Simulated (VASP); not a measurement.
# ZnMo3 (Pm-3m) in VASP: notebook, part 2 of 2

VASP 6.6.1.

### 3 Single point, PBE

This run uses another cell than the first one, of 15.33 Å³/atom, 1.026 times its volume.

INCAR

```
PREC = Accurate
ENCUT = 520
EDIFF = 1E-6
ISMEAR = -1
SIGMA = 0.1
LREAL = F
LASPH = T
NELM = 100
ALGO = Normal
ISIF = 2
LWAVE = F
LCHARG = F
GGA = PE
NBANDS = 35
```

KPOINTS

```
regular mesh
0
Gamma
  6 6 6
```

POSCAR

```
ZnMo3
1.0
    3.9431500000      0.0000000000      0.0000000000
    0.0000000000      3.9431500000      0.0000000000
    0.0000000000      0.0000000000      3.9431500000
Zn Mo
1 3
Direct
    0.0000000000      0.0000000000      0.0000000000
    0.0000000000      0.5000000000      0.5000000000
    0.5000000000      0.0000000000      0.5000000000
    0.5000000000      0.5000000000      0.0000000000
```

Potentials or basis: VASP PAW PBE potentials, release 64 (Zn, Mo_sv).

Started as:

```console
cat potpaw_PBE.64/Zn/POTCAR potpaw_PBE.64/Mo_sv/POTCAR > POTCAR
mpirun -np 1 vasp_std > vasp.out
```

OUTCAR:

```text
PREC = Accurate
   ENCUT = 520
   EDIFF = 1E-6
   ISMEAR = -1
   LREAL = F
   LASPH = T
   NELM = 100
   ISIF = 2
   GGA = PE

 ion  position               nearest neighbor table
   1  0.000  0.000  0.000-   2 2.79   3 2.79   4 2.79   2 2.79   3 2.79   2 2.79   4 2.79   2 2.79
                             3 2.79   4 2.79   3 2.79   4 2.79
   2  0.000  0.500  0.500-   1 2.79   3 2.79   4 2.79   1 2.79   4 2.79   1 2.79   3 2.79   1 2.79
                             3 2.79   4 2.79   4 2.79   3 2.79
   3  0.500  0.000  0.500-   1 2.79   2 2.79   4 2.79   1 2.79   4 2.79   2 2.79   4 2.79   4 2.79
[... 958 lines left out ...]
  -------------------------------------------------------------------------------------
  Total       -0.3591006     -0.3591006     -0.3591006      0.0000000     -0.0000000     -0.0000000
  in kB       -9.3841904     -9.3841904     -9.3841904      0.0000000     -0.0000000     -0.0000000
  external PRESSURE =      -9.3841904 kB  Pullay stress =       0.0000000 kB

 VOLUME and BASIS-vectors are now :
 -----------------------------------------------------------------------------
  energy-cutoff  :      520.00
  volume of cell :       61.31
      direct lattice vectors                 reciprocal lattice vectors
     3.943150000  0.000000000  0.000000000     0.253604352  0.000000000  0.000000000
     0.000000000  3.943150000  0.000000000     0.000000000  0.253604352  0.000000000
     0.000000000  0.000000000  3.943150000     0.000000000  0.000000000  0.253604352

 POSITION                                       TOTAL-FORCE (eV/Angst)
 -----------------------------------------------------------------------------------
      0.00000      0.00000      0.00000         0.000000      0.000000      0.000000
      0.00000      1.97158      1.97158         0.000000      0.000000      0.000000
      1.97158      0.00000      1.97158         0.000000      0.000000      0.000000
      1.97158      1.97158      0.00000         0.000000      0.000000      0.000000
 -----------------------------------------------------------------------------------
    total drift:                                0.000000      0.000000     -0.000000

  FREE ENERGIE OF THE ION-ELECTRON SYSTEM (eV)
  ---------------------------------------------------
  free  energy   TOTEN  =       -33.2546590317 eV

  energy  without entropy=      -33.1713742785  energy(sigma->0) =      -33.21301666
```

stdout:

```text
POSCAR found type information on POSCAR ZnMo
 POSCAR found :  2 types and       4 ions
 scaLAPACK will be used
 LDA part: xc-table for (Slater+PW92), standard interpolation
 POSCAR, INCAR and KPOINTS ok, starting setup
 FFT: planning ... GRIDC
 FFT: planning ... GRID_SOFT
 FFT: planning ... GRID
 WAVECAR not read
 entering main loop
```

Wall time 28 s (1 thread of Intel Xeon Platinum 8488C (Sapphire Rapids), shared host); peak memory 0.18 GiB.

What came out:

* Free energy: -33.2547 eV
* Pressure: -0.9 GPa
* Band gap on the k mesh: zero (band 27 reaches 11.15 eV, above the bottom of band 28 at 9.66 eV)

Levels at points of the mesh, in eV from the Fermi level:
```
           k point  band 24  band 25  band 26  band 27  band 28  band 29  band 30  band 31
(0.00, 0.00, 0.00)    -3.07     0.91     0.91     0.91     2.05     2.05     2.05     2.62
(0.50, 0.00, 0.00)    -1.41    -0.83    -0.83    -0.37     0.06     0.34     0.87     0.87
(0.50, 0.50, 0.00)    -2.21    -2.19    -0.70    -0.70     0.30     0.30     0.32     1.48
(0.50, 0.50, 0.50)    -1.24    -0.35    -0.35    -0.35     0.74     0.74     0.74     1.57
```

### 4 Single point, PBE

This run uses another cell than the first one, of 15.71 Å³/atom, 1.051 times its volume.

INCAR

```
SYSTEM = ZnMo3
PREC     = Accurate       ! precision mode
ENCUT    = 520            ! plane-wave cutoff, eV
EDIFF    = 1E-6           ! SCF threshold, eV
ISMEAR   = -1             ! smearing method
SIGMA    = 0.1            ! smearing width, eV
LREAL    = .FALSE.        ! projectors in reciprocal space
LASPH    = .TRUE.         ! aspherical terms in the spheres
NELM     = 100            ! most SCF steps
ALGO     = Normal         ! electronic algorithm
ISIF     = 2              ! what is computed and relaxed
LWAVE    = .FALSE.        ! write WAVECAR
LCHARG   = .FALSE.        ! write CHGCAR
GGA      = PE             ! functional
NBANDS   = 35             ! bands
```

KPOINTS

```
regular mesh
0
G
  6 6 6
  0 0 0
```

POSCAR

```
ZnMo3
1.0
    3.9757394944      0.0000000000      0.0000000000
    0.0000000000      3.9757394944      0.0000000000
    0.0000000000      0.0000000000      3.9757394944
Zn Mo
1 3
Direct
    0.0000000000      0.0000000000      0.0000000000
    0.0000000000      0.5000000000      0.5000000000
    0.5000000000      0.0000000000      0.5000000000
    0.5000000000      0.5000000000      0.0000000000
```

Potentials or basis: VASP PAW PBE potentials, release 64 (Zn, Mo_sv).

Started as:

```console
cat potpaw_PBE.64/Zn/POTCAR potpaw_PBE.64/Mo_sv/POTCAR > POTCAR
mpirun -np 1 vasp_std > vasp.out
```

OUTCAR:

```text
SYSTEM = ZnMo3
   PREC = Accurate
   ENCUT = 520
   EDIFF = 1E-6
   ISMEAR = -1
   LREAL = .FALSE.
   LASPH = .TRUE.
   NELM = 100
   ISIF = 2
   GGA = PE

 ion  position               nearest neighbor table
   1  0.000  0.000  0.000-   2 2.81   3 2.81   4 2.81   2 2.81   3 2.81   2 2.81   4 2.81   2 2.81
                             3 2.81   4 2.81   3 2.81   4 2.81
   2  0.000  0.500  0.500-   1 2.81   3 2.81   4 2.81   1 2.81   4 2.81   1 2.81   3 2.81   1 2.81
                             3 2.81   4 2.81   4 2.81   3 2.81
[... 957 lines left out ...]
  Direction    XX          YY          ZZ          XY          YZ          ZX
  --------------------------------------------------------------------------------------
  -------------------------------------------------------------------------------------
  Total       -2.3013384     -2.3013384     -2.3013384     -0.0000000      0.0000000      0.0000000
  in kB      -58.6728668    -58.6728668    -58.6728668     -0.0000000      0.0000000      0.0000000
  external PRESSURE =     -58.6728668 kB  Pullay stress =       0.0000000 kB

 VOLUME and BASIS-vectors are now :
 -----------------------------------------------------------------------------
  energy-cutoff  :      520.00
  volume of cell :       62.84
      direct lattice vectors                 reciprocal lattice vectors
     3.975739494  0.000000000  0.000000000     0.251525534  0.000000000  0.000000000
     0.000000000  3.975739494  0.000000000     0.000000000  0.251525534  0.000000000
     0.000000000  0.000000000  3.975739494     0.000000000  0.000000000  0.251525534

 POSITION                                       TOTAL-FORCE (eV/Angst)
 -----------------------------------------------------------------------------------
      0.00000      0.00000      0.00000         0.000000      0.000000      0.000000
      0.00000      1.98787      1.98787         0.000000      0.000000      0.000000
      1.98787      0.00000      1.98787         0.000000      0.000000      0.000000
      1.98787      1.98787      0.00000         0.000000      0.000000      0.000000
 -----------------------------------------------------------------------------------
    total drift:                                0.000000      0.000000     -0.000000

  FREE ENERGIE OF THE ION-ELECTRON SYSTEM (eV)
  ---------------------------------------------------
  free  energy   TOTEN  =       -33.2221859590 eV

  energy  without entropy=      -33.1364883305  energy(sigma->0) =      -33.17933714
```

OSZICAR:

```text
N       E                     dE             d eps       ncg     rms          rms(c)
DAV:   1     0.691720381334E+03    0.69172E+03   -0.31170E+04  1400   0.190E+03
DAV:   2     0.591271358989E+01   -0.68581E+03   -0.67134E+03  1484   0.544E+02
DAV:   3    -0.341384915774E+02   -0.40051E+02   -0.38087E+02  1625   0.134E+02
DAV:   4    -0.352673319784E+02   -0.11288E+01   -0.11056E+01  1652   0.195E+01
DAV:   5    -0.352824563673E+02   -0.15124E-01   -0.15107E-01  1569   0.240E+00    0.214E+01
DAV:   6    -0.334261891671E+02    0.18563E+01   -0.54396E+00  1697   0.251E+01    0.667E+00
DAV:   7    -0.332526967942E+02    0.17349E+00   -0.10628E+00  1788   0.844E+00    0.169E+00
DAV:   8    -0.332285517001E+02    0.24145E-01   -0.10023E-01  1620   0.395E+00    0.122E+00
DAV:   9    -0.332225378604E+02    0.60138E-02   -0.22782E-02  1536   0.113E+00    0.148E-01
DAV:  10    -0.332222655652E+02    0.27230E-03   -0.44494E-03  1718   0.495E-01    0.160E-01
DAV:  11    -0.332221918245E+02    0.73741E-04   -0.85976E-04  1778   0.272E-01    0.254E-02
DAV:  12    -0.332221897578E+02    0.20667E-05   -0.24297E-05  1597   0.375E-02    0.169E-02
DAV:  13    -0.332221861071E+02    0.36507E-05   -0.14149E-05  1750   0.299E-02    0.144E-03
DAV:  14    -0.332221859590E+02    0.14806E-06   -0.39295E-07   833   0.409E-03
   1 F= -.33222186E+02 E0= -.33179337E+02  d E =-.856976E-01
```

stdout:

```text
POSCAR found type information on POSCAR ZnMo
 POSCAR found :  2 types and       4 ions
 scaLAPACK will be used
 LDA part: xc-table for (Slater+PW92), standard interpolation
 POSCAR, INCAR and KPOINTS ok, starting setup
 FFT: planning ... GRIDC
 FFT: planning ... GRID_SOFT
 FFT: planning ... GRID
 WAVECAR not read
 entering main loop
```

It took 31 s on 1 thread of Intel Xeon Platinum 8488C (Sapphire Rapids), shared host; peak memory 0.18 GiB.

What came out:

```yaml
Free_energy: -33.2222 eV
Pressure: -5.9 GPa
Band_gap_on_the_k_mesh: zero (band 27 reaches 10.78 eV, above the bottom of band 28 at 9.32 eV)
```

### 5 Summary

| cell | gap on the mesh (eV) | pressure (GPa) |
| --- | --- | --- |
| a = 3.910 Å, 4 atoms | none | 4.7 |
| a = 3.943 Å, 4 atoms | none | -0.9 |
| a = 3.976 Å, 4 atoms | none | -5.9 |

Alike in all rows: task single point; level PBE; potentials or basis VASP PAW PBE potentials, release 64 (Zn, Mo_sv); no spin polarisation; k mesh 6 × 6 × 6; cutoff (eV) 520; smearing fermi-dirac 0.1 eV.

Total energies depend on the potentials used, so only differences within one code and one set of settings carry meaning.
